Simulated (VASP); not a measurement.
Ge, 2 atoms in the cell. It takes space group I4_1/amd (No. 141, tetragonal). Conventional cell: a = 3.951 Å, b = 3.951 Å, c = 5.847 Å, α = 90.00°, β = 90.00°, γ = 90.00°. Ge (site symmetry -4m2) has 4 Ge at 2.46 Å within 3.2 Å.  This cell differs from its parent crystal: strain -0.030 along x and y, +0.015 along z.

| Item | Value |
| --- | --- |
| Program | VASP 6.6.1 |
| Task | single point |
| Functional | PBE |
| Potentials or basis | VASP PAW PBE potentials, release 64 (Ge_d) |
| Cutoff | 520 eV |
| k mesh | 18 × 18 × 18 |
| Occupations | gaussian, width 0.15 eV |
| Spin | no spin polarisation |
| Dipole correction | no |
| Further INCAR settings | ALGO = Normal; EDIFF = 1e-06; NBANDS = 21 |

Potentials or basis: VASP PAW PBE potentials, release 64 (Ge_d).

The run is started by

```console
$ cat potpaw_PBE.64/Ge_d/POTCAR > POTCAR
$ mpirun -np 1 vasp_std > vasp.out
```

Hardware: 1 thread of Intel(R) Xeon(R) 6975P-C (Granite Rapids) (shared host).

Q: How long does it take, and how much memory?

A: Run time: 2.6 min on 1 thread of Intel(R) Xeon(R) 6975P-C (Granite Rapids), with other jobs on the host, peak memory 0.45 GiB. Counts: scf iterations 12, k points 480.
